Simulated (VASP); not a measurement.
# GaAs (F-43m) in VASP: a series of runs

GaAs is run at these levels: PBE; tasks: single point.

Program: VASP 6.6.1. These are calculated values, not measurements. Logs are shortened: lines on timing, memory, paths and dates and some standing lists are left out, and cuts for length are marked.

## 1. The cell of the first run

It takes space group F-43m (No. 216, cubic). Conventional cell: a = 5.654 Å, b = 5.654 Å, c = 5.654 Å, α = 90.00°, β = 90.00°, γ = 90.00°. Within 3.2 Å of Ga (site symmetry -43m) lie 4 As at 2.45 Å. As (site symmetry -43m) has 4 Ga at 2.45 Å within 3.2 Å.

## 2. Single point, PBE

File INCAR:

```
SYSTEM = GaAs
PREC = Accurate
ENCUT = 520
EDIFF = 1E-7
ISMEAR = 0
SIGMA = 0.05
LREAL = .FALSE.
LASPH = .TRUE.
NELM = 100
ALGO = Normal
ISIF = 2
LWAVE = .FALSE.
LCHARG = .TRUE.
GGA = PE
LELF = .TRUE.
LVHAR = .TRUE.
NBANDS = 16
```

File KPOINTS:

```
regular mesh
0
G
  4 4 4
  0 0 0
```

File POSCAR:

```
GaAs
1.0
    0.0000000000      2.8268505379      2.8268505379
    2.8268505379      0.0000000000      2.8268505379
    2.8268505379      2.8268505379      0.0000000000
Ga As
1 1
Direct
    0.0000000000      0.0000000000      0.0000000000
    0.7500000000      0.7500000000      0.7500000000
```

Potentials or basis: VASP PAW PBE potentials, release 64 (Ga_d, As).

Command:

```sh
cat potpaw_PBE.64/Ga_d/POTCAR potpaw_PBE.64/As/POTCAR > POTCAR
mpirun -np 1 vasp_std > vasp.out
```

OUTCAR:

```text
SYSTEM = GaAs
   PREC = Accurate
   ENCUT = 520
   EDIFF = 1E-7
   ISMEAR = 0
   LREAL = .FALSE.
   LASPH = .TRUE.
   NELM = 100
   ISIF = 2
   GGA = PE

 ion  position               nearest neighbor table
   1  0.000  0.000  0.000-   2 2.45   2 2.45   2 2.45   2 2.45
   2  0.750  0.750  0.750-   1 2.45   1 2.45   1 2.45   1 2.45

  LATTYP: Found a face centered cubic cell.
 ALAT       =     5.6537010758

  Lattice vectors:

 A1 = (   0.0000000000,   2.8268505379,   2.8268505379)
 A2 = (   2.8268505379,   0.0000000000,   2.8268505379)
 A3 = (   2.8268505379,   2.8268505379,   0.0000000000)

Analysis of symmetry for initial positions (statically):
=====================================================================
 Subroutine PRICEL returns:
 Original cell was already a primitive cell.

 Routine SETGRP: Setting up the symmetry group for a
 face centered cubic supercell.

 Subroutine GETGRP returns: Found 24 space group operations
 (whereof 24 operations were pure point group operations)
 out of a pool of 48 trial point group operations.

The static configuration has the point symmetry T_d .

Analysis of symmetry for dynamics (positions and initial velocities):
=====================================================================
 Subroutine PRICEL returns:
 Original cell was already a primitive cell.

 Routine SETGRP: Setting up the symmetry group for a
 face centered cubic supercell.

 Subroutine GETGRP returns: Found 24 space group operations
 (whereof 24 operations were pure point group operations)
 out of a pool of 48 trial point group operations.

The dynamic configuration has the point symmetry T_d .

 Subroutine INISYM returns: Found 24 space group operations
 (whereof 24 operations are pure point group operations),
 and found     1 'primitive' translations

----------------------------------------------------------------------------------------

                                     Primitive cell

  volume of cell :      45.1792

  direct lattice vectors                    reciprocal lattice vectors
     0.000000000  2.826850538  2.826850538    -0.176875287  0.176875287  0.176875287
     2.826850538  0.000000000  2.826850538     0.176875287 -0.176875287  0.176875287
     2.826850538  2.826850538  0.000000000     0.176875287  0.176875287 -0.176875287

  length of vectors
     3.997770369  3.997770369  3.997770369     0.306356984  0.306356984  0.306356984

  position of ions in fractional coordinates (direct lattice)
     0.000000000  0.000000000  0.000000000
     0.750000000  0.750000000  0.750000000

  ion indices of the primitive-cell ions
   primitive index   ion index
                 1           1
                 2           2

----------------------------------------------------------------------------------------

 KPOINTS: regular mesh

Automatic generation of k-mesh.
 Grid dimensions read from file:
 generate k-points for:    4    4    4

 Generating k-lattice:

  Cartesian coordinates                     Fractional coordinates (reciprocal lattice)
    -0.044218822  0.044218822  0.044218822     0.250000000  0.000000000  0.000000000
     0.044218822 -0.044218822  0.044218822     0.000000000  0.250000000  0.000000000
     0.044218822  0.044218822 -0.044218822     0.000000000  0.000000000  0.250000000

  Length of vectors
     0.076589246  0.076589246  0.076589246

  Shift w.r.t. Gamma in fractional coordinates (k-lattice)
     0.000000000  0.000000000  0.000000000

 Subroutine IBZKPT returns following result:
 ===========================================

 Found      8 irreducible k-points:

 Following reciprocal coordinates:
            Coordinates               Weight
  0.000000  0.000000  0.000000      1.000000
  0.250000  0.000000  0.000000      8.000000
  0.500000  0.000000  0.000000      4.000000
  0.250000  0.250000  0.000000      6.000000
  0.500000  0.250000  0.000000     24.000000
 -0.250000  0.250000  0.000000     12.000000
  0.500000  0.500000  0.000000      3.000000
 -0.250000  0.500000  0.250000      6.000000
   k-points           NKPTS =      8   k-points in BZ     NKDIM =      8   number of bands    NBANDS=     16
   number of dos      NEDOS =    301   number of ions     NIONS =      2
   total plane-waves  NPLWV =  27000
   dimension x,y,z NGX =    30 NGY =   30 NGZ =   30
   dimension x,y,z NGXF=    60 NGYF=   60 NGZF=   60
   ions per type =               1   1
   NGX,Y,Z   is equivalent  to a cutoff of  12.48, 12.48, 12.48 a.u.
   NGXF,Y,Z  is equivalent  to a cutoff of  24.95, 24.95, 24.95 a.u.
 SYSTEM =  GaAs
   PREC   = accura    normal or accurate (medium, high low for compatibility)
   ISTART =      0    job   : 0-new  1-cont  2-samecut
   ICHARG =      2    charge: 1-file 2-atom 10-const
   ISPIN  =      1    spin polarized calculation?
   LNONCOLLINEAR =      F non collinear calculations
   LSORBIT =      F    spin-orbit coupling
   LASPH  =      T    aspherical Exc in radial PAW
   ENCUT  =  520.0 eV  38.22 Ry    6.18 a.u.   7.43  7.43  7.43*2*pi/ulx,y,z
   NELM   =    100;   NELMIN=  2; NELMDL= -5     # of ELM steps
   EDIFF  = 0.1E-06   stopping-criterion for ELM
   LREAL  =      F    real-space projection
   EDIFFG = 0.1E-05   stopping-criterion for IOM
   NSW    =      0    number of steps for IOM
   IBRION =     -1    ionic relax: 0-MD 1-quasi-New 2-CG
   NFREE  =      0    steps in history (QN), initial steepest desc. (CG)
   ISIF   =      2    stress and relaxation
   ISYM   =      2    0-nonsym 1-usesym 2-fastsym
   POTIM  = 0.5000    time-step for ionic-motion
   TEBEG  =    0.0;   TEEND  =   0.0 temperature during run
   PSTRESS=    0.0 pullay stress
   NELECT =      18.0000    total number of electrons
   NUPDOWN=      -1.0000    fix difference up-down
   EMIN   =  10.00;   EMAX   =-10.00  energy-range for DOS
   EFERMI =   0.00;   METHOD = LEGACY
   ISMEAR =     0;   SIGMA  =   0.05  broadening in eV -4-tet -1-fermi 0-gaus
   EFERMI_NEDOS =   21; number of points for ismear=-14 and -15
   IALGO  =     38    algorithm
   IMIX   =      4    mixing-type and parameters
     AMIX     =   0.40;   BMIX     =  1.00
     AMIX_MAG =   1.60;   BMIX_MAG =  1.00
  volume/ion in A,a.u.               =      22.59       152.44
  Fermi-wavevector in a.u.,A,eV,Ry     =   1.204628  2.276416 19.743791  1.451128
  Thomas-Fermi vector in A             =   2.340347
   LORBIT       =      0    0 simple, 1 ext, 2 COOP (PROOUT), +10 PAW based schemes
   GGA     = PE    functional components
   LHFCALC =     F    Hartree Fock is set to
   AEXX    =    0.0000 exact exchange contribution
   IVDW    =     0    specifies the selected vdW correction
   LEPSILON=     F    determine dielectric tensor
   LRPA    =     F    only Hartree local field effects (RPA)
 non-spin polarized calculation
 Gauss-broadening in eV      SIGMA  =   0.05
  energy-cutoff  :      520.00
  volume of cell :       45.18
 maximum number of plane-waves:      1243
 NGX is ok and might be reduce to    30
   NGX = 15   NGY = 15   NGZ = 15

 number of electron      17.9999995 magnetization

 Free energy of the ion-electron system (eV)
  ---------------------------------------------------
  ext. energy  EPLUGINS =         0.00000000
  ---------------------------------------------------
  free energy    TOTEN  =        -8.07315791 eV

  energy without entropy =       -8.07315791  energy(sigma->0) =       -8.07315791

 E-fermi :   4.2153     XC(G=0):  -9.5604

 val. band max:        3.9813116383   @ k =   0.0000   0.0000   0.0000
 cond. band min:       4.4904035773   @ k =   0.0000   0.0000   0.0000
 fundamental gap:      0.5090919390
 Fermi energy:         4.2153470146

 k-point     1 :       0.0000    0.0000    0.0000
  band No.  band energies     occupation
      1     -10.8824      2.00000
      2     -10.8824      2.00000
      3     -10.8824      2.00000
      4     -10.8046      2.00000
      5     -10.8046      2.00000
      6      -8.7470      2.00000
      7       3.9813      2.00000
      8       3.9813      2.00000
      9       3.9813      2.00000
     10       4.4904      0.00000
     11       7.6754      0.00000
     12       7.6754      0.00000
     13       7.6754      0.00000
     14      11.5608      0.00000
     15      14.0740      0.00000
     16      14.0740      0.00000

 k-point     2 :       0.2500    0.0000    0.0000
  band No.  band energies     occupation
      1     -10.9238      2.00000
      2     -10.8712      2.00000
      3     -10.8712      2.00000
      4     -10.8043      2.00000
      5     -10.8043      2.00000
      6      -8.0538      2.00000
      7      -0.1706      2.00000
      8       3.2977      2.00000
      9       3.2977      2.00000
     10       5.4122      0.00000
     11       8.5451      0.00000
     12       8.5451      0.00000
     13       9.9313      0.00000
     14      12.9290      0.00000
     15      12.9806      0.00000
     16      12.9806      0.00000

 k-point     3 :       0.5000    0.0000    0.0000
  band No.  band energies     occupation
      1     -10.9594      2.00000
      2     -10.8632      2.00000
      3     -10.8632      2.00000
      4     -10.8007      2.00000
      5     -10.8007      2.00000
      6      -6.9761      2.00000
      7      -2.6800      2.00000
      8       2.8322      2.00000
      9       2.8322      2.00000
     10       4.9615      0.00000
     11       8.5846      0.00000
     12       8.5846      0.00000
     13      11.7231      0.00000
     14      14.3927      0.00000
     15      15.8269      0.00000
     16      15.8269      0.00000

 k-point     4 :       0.2500    0.2500    0.0000
  band No.  band energies     occupation
      1     -10.9440      2.00000
      2     -10.8585      2.00000
      3     -10.8585      2.00000
      4     -10.8161      2.00000
      5     -10.7982      2.00000
      6      -7.8177      2.00000
      7      -0.1199      2.00000
      8       2.2799      2.00000
      9       2.2799      2.00000
     10       5.9343      0.00000
     11       7.2338      0.00000
     12      10.5628      0.00000
     13      10.5628      0.00000
     14      11.4148      0.00000
     15      15.0764      0.00000
     16      15.3796      0.00000

 k-point     5 :       0.5000    0.2500    0.0000
  band No.  band energies     occupation
      1     -10.9710      2.00000
      2     -10.8526      2.00000
      3     -10.8473      2.00000
      4     -10.8153      2.00000
      5     -10.7975      2.00000
      6      -6.6852      2.00000
      7      -2.3135      2.00000
      8       0.7314      2.00000
      9       1.9303      2.00000
     10       6.1599      0.00000
     11       8.6674      0.00000
     12      10.1945      0.00000
     13      10.9072      0.00000
     14      14.3643      0.00000
     15      15.9755      0.00000
     16      16.5581      0.00000

 k-point     6 :      -0.2500    0.2500    0.0000
  band No.  band energies     occupation
      1     -10.9564      2.00000
      2     -10.8594      2.00000
      3     -10.8573      2.00000
      4     -10.8064      2.00000
      5     -10.8043      2.00000
      6      -7.1023      2.00000
      7      -1.6809      2.00000
      8       0.6020      2.00000
      9       2.7529      2.00000
     10       6.6880      0.00000
     11       9.5863      0.00000
     12       9.6065      0.00000
     13       9.8115      0.00000
     14      12.3455      0.00000
     15      14.3130      0.00000
     16      16.6601      0.00000

 k-point     7 :       0.5000    0.5000    0.0000
  band No.  band energies     occupation
      1     -10.9908      2.00000
      2     -10.8336      2.00000
      3     -10.8336      2.00000
      4     -10.8300      2.00000
      5     -10.7918      2.00000
      6      -6.2291      2.00000
      7      -2.8654      2.00000
      8       1.2898      2.00000
      9       1.2898      2.00000
     10       5.4187      0.00000
     11       5.6161      0.00000
     12      14.1278      0.00000
     13      14.1278      0.00000
     14      14.9732      0.00000
     15      17.2911      0.00000
     16      17.3195      0.00000

 k-point     8 :      -0.2500    0.5000    0.2500
  band No.  band energies     occupation
      1     -10.9778      2.00000
      2     -10.8517      2.00000
      3     -10.8383      2.00000
      4     -10.8153      2.00000
      5     -10.8005      2.00000
      6      -6.1707      2.00000
      7      -2.6802      2.00000
      8       0.4321      2.00000
      9       0.6210      2.00000
     10       8.5866      0.00000
     11       8.6894      0.00000
     12       9.3605      0.00000
     13       9.9964      0.00000
     14      15.0627      0.00000
     15      16.1625      0.00000
     16      17.2865      0.00000

------------------------ aborting loop because EDIFF is reached ----------------------------------------

  FORCE on cell =-STRESS in cart. coord.  units (eV):
  Direction    XX          YY          ZZ          XY          YZ          ZX
  --------------------------------------------------------------------------------------
  -------------------------------------------------------------------------------------
  Total        1.0530289      1.0530289      1.0530289      0.0000000      0.0000000      0.0000000
  in kB       37.3432703     37.3432703     37.3432703      0.0000000      0.0000000      0.0000000
  external PRESSURE =      37.3432703 kB  Pullay stress =       0.0000000 kB

 VOLUME and BASIS-vectors are now :
 -----------------------------------------------------------------------------
  energy-cutoff  :      520.00
  volume of cell :       45.18
      direct lattice vectors                 reciprocal lattice vectors
     0.000000000  2.826850538  2.826850538    -0.176875287  0.176875287  0.176875287
     2.826850538  0.000000000  2.826850538     0.176875287 -0.176875287  0.176875287
     2.826850538  2.826850538  0.000000000     0.176875287  0.176875287 -0.176875287

 POSITION                                       TOTAL-FORCE (eV/Angst)
 -----------------------------------------------------------------------------------
      0.00000      0.00000      0.00000        -0.000000     -0.000000     -0.000000
      4.24028      4.24028      4.24028         0.000000      0.000000      0.000000
 -----------------------------------------------------------------------------------
    total drift:                               -0.000002     -0.000002     -0.000002

  FREE ENERGIE OF THE ION-ELECTRON SYSTEM (eV)
  ---------------------------------------------------
  free  energy   TOTEN  =        -8.0731579108 eV

  energy  without entropy=       -8.0731579108  energy(sigma->0) =       -8.07315791
```

It took 15 s on 1 thread of Intel Xeon 8259CL, shared host; peak memory 0.16 GiB.

Results:

| Quantity | Value |
| --- | --- |
| Free energy | -8.0732 eV |
| Pressure | 3.7 GPa |
| Band gap on the k mesh | 0.51 eV |

Levels at points of the mesh, in eV from the valence-band top:
| k point | band 6 | band 7 | band 8 | band 9 | band 10 | band 11 | band 12 | band 13 |
| --- | --- | --- | --- | --- | --- | --- | --- | --- |
| (0.00, 0.00, 0.00) | -12.73 | 0.00 | 0.00 | 0.00 | 0.51 | 3.69 | 3.69 | 3.69 |
| (0.50, 0.00, 0.00) | -10.96 | -6.66 | -1.15 | -1.15 | 0.98 | 4.60 | 4.60 | 7.74 |
| (0.50, 0.50, 0.00) | -10.21 | -6.85 | -2.69 | -2.69 | 1.44 | 1.63 | 10.15 | 10.15 |

Caveat: the k points lie up to 0.48 Å⁻¹ apart.

## 3. Single point, PBE

File INCAR:

```
SYSTEM = GaAs
ALGO = Normal
EDIFF = 1E-6
ENCUT = 520
GGA = PE
ISIF = 2
ISMEAR = 0
LASPH = .TRUE.
LCHARG = .FALSE.
LREAL = .FALSE.
LWAVE = .FALSE.
NBANDS = 16
NELM = 60
PREC = Accurate
SIGMA = 0.05
```

File KPOINTS:

```
k-points
0
G
  8 8 8
  0 0 0
```

POSCAR is that of step 2.

Potentials or basis: VASP PAW PBE potentials, release 64 (Ga_d, As).

Command:

```sh
cat potpaw_PBE.64/Ga_d/POTCAR potpaw_PBE.64/As/POTCAR > POTCAR
mpirun -np 1 vasp_std > vasp.out
```

It took 34 s on 1 thread of Intel Xeon 8259CL, shared host; peak memory 0.18 GiB.

It converged, with:

```yaml
Free_energy: -8.2471 eV
Pressure: 3.4 GPa
Band_gap_on_the_k_mesh: 0.52 eV
```

Levels at points of the mesh, in eV from the valence-band top:
```csv
k point,band 7,band 8,band 9,band 10,band 11,band 12
"(0.00, 0.00, 0.00)",0.00,0.00,0.00,0.52,3.73,3.73
"(0.50, 0.00, 0.00)",-6.64,-1.14,-1.14,1.00,4.63,4.63
"(0.50, 0.50, 0.00)",-6.82,-2.68,-2.68,1.46,1.65,10.17
```

Caveat: the cell stands under pressure. As with any semilocal functional, this PBE gap is likely too small.
